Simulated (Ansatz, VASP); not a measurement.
**Ge: VASP beside Ansatz**

File INCAR:

```
ALGO = Normal ; EDIFF = 1E-6
ENCUT = 520 ; GGA = PE
ISIF = 2 ; ISMEAR = -1
LASPH = T ; LCHARG = F
LREAL = F ; LWAVE = F
NBANDS = 21 ; NELM = 80
PREC = Accurate ; SIGMA = 0.05
```

Contents of KPOINTS:

```
k-points
0
Gamma
  15 15 8
```

File POSCAR:

```
Ge
1.0
    3.0054312284      0.0000000000      0.0000000000
   -1.5027156142      2.6027797931      0.0000000000
    0.0000000000      0.0000000000      5.1035333278
Ge
2
Direct
    0.3333333333      0.6666666667      0.2500000000
    0.6666666667      0.3333333333      0.7500000000
```

Input for Ansatz:

```yaml
crystal:
  lattice:
    - [3.0054312284, 0.0, 0.0]
    - [-1.5027156142, 2.6027797931, 0.0]
    - [0.0, 0.0, 5.1035333278]
  atoms:
    - { symbol: Ge, position: [0.3333333333, 0.6666666667, 0.25] }
    - { symbol: Ge, position: [0.6666666667, 0.3333333333, 0.75] }
kpoints:
  mp_grid: { grid: [15, 15, 8] }
scf:
  occupations: { method: fermi_dirac, width: 0.05 }
hamiltonian:
  xc: pbe
  pseudopotentials: { kind: all_electron, lapw: { basis_error: 0.0005 } }
output:
  forces: true
  stress: true
  eigenvalues: true
```

Change from the starting cell: volume scaled by 1.03.

Alike in both runs: task single point; functional PBE; k mesh 15 × 15 × 8; occupations fermi-dirac, width 0.05 eV; no spin polarisation.

|  | VASP | Ansatz |
| --- | --- | --- |
| version | VASP 6.6.1 | Ansatz 0.2.0 |
| potentials or method | VASP PAW PBE potentials, release 64 (Ge_d), cutoff 520 eV | all-electron LAPW, scalar-relativistic |

```csv
,VASP,Ansatz,Ansatz less VASP
pressure (GPa),-1.8,-1.8,+0.06
```

Ansatz ran all-electron here, and VASP with PAW potentials.
